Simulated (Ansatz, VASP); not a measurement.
**LiGaI2: VASP beside Ansatz**

The input INCAR:

```
PREC = Accurate
ENCUT = 520
EDIFF = 1E-6
ISMEAR = 0
SIGMA = 0.02
LREAL = F
LASPH = T
NELM = 60
ALGO = Normal
ISIF = 2
LWAVE = F
LCHARG = T
GGA = CA
LELF = T
LVHAR = T
NBANDS = 23
```

The input KPOINTS:

```
regular mesh
0
Gamma
  6 6 6
```

The input POSCAR:

```
LiGaI2
1.0
    2.2245625627      1.2843517944      7.4956732986
   -2.2245625627      1.2843517944      7.4956732986
    0.0000000000     -2.5687035888      7.4956732986
Li Ga I
1 1 2
Direct
    0.5000000000      0.5000000000      0.5000000000
    0.0000000000      0.0000000000      0.0000000000
    0.7592764361      0.7592764361      0.7592764361
    0.2407235639      0.2407235639      0.2407235639
```

Input for Ansatz:

```yaml
crystal:
  lattice:
    - [2.2245625627, 1.2843517944, 7.4956732986]
    - [-2.2245625627, 1.2843517944, 7.4956732986]
    - [0.0, -2.5687035888, 7.4956732986]
  atoms:
    - { symbol: Li, position: [0.5, 0.5, 0.5] }
    - { symbol: Ga, position: [0.0, 0.0, 0.0] }
    - { symbol: I, position: [0.7592764361, 0.7592764361, 0.7592764361] }
    - { symbol: I, position: [0.2407235639, 0.2407235639, 0.2407235639] }
basis:
  ecutwfc: 420
kpoints:
  mp_grid: { grid: [6, 6, 6] }
  band_path:
    path:
      - [[0.0, 0.0, 0.0], [0.5, 0.5, 0.5], [0.81376042, 0.18623958, 0.5]]
      - [[0.5, -0.18623958, 0.18623958], [0.5, 0.0, 0.0], [0.0, 0.0, 0.0], [0.34311979, -0.34311979, 0.0]]
      - [[0.65688021, 0.0, 0.34311979], [0.5, 0.0, 0.5], [0.0, 0.0, 0.0]]
    npoints: 14
hamiltonian:
  xc: lda
scf:
  occupations: { method: gaussian, width: 0.02 }
  n_extra_bands: 10
output:
  forces: true
  stress: true
  eigenvalues: true
  populations: true
  dos: { projected: true, de: 0.02, nscf_kmesh: { grid: [9, 9, 9] } }
  bader: true
  write_density: true
  write_potential: true
  elf: true
  volumetric_format: npy
```

Alike in both runs: task single point; functional LDA; k mesh 6 × 6 × 6; occupations gaussian, width 0.02 eV; no spin polarisation.

```csv
,VASP,Ansatz
version,VASP 6.6.1,Ansatz 0.2.0
potentials or method,"VASP PAW LDA potentials, release 64 (Li_sv, Ga_d, I), cutoff 520 eV","scalar-relativistic, plane waves, PAW"
valence electrons in the cell,30,50
```

Ansatz gave:

```
gap on the k mesh at the Fermi level (eV) : 1.95
least direct gap on the mesh (eV)         : 2.21
rms of the force components (eV/Å)        : 0.036
```

**Question.** What did VASP give for the same quantities?

**Answer.** gap on the k mesh at the Fermi level (eV): 1.94; least direct gap on the mesh (eV): 2.21; rms of the force components (eV/Å): 0.035.

LDA's correlation is that of Perdew and Zunger in VASP and of Perdew and Wang (1992) in Ansatz. Atom by atom the forces differ by 0.000 eV/Å (rms over components). VASP's potentials hold 30 valence electrons a cell and Ansatz's 50, so a difference there can come from the potentials and not from the codes.

Neither program's run includes spin-orbit coupling. Noted on VASP's run: the cutoff is short for stress, so the pressure is rough.
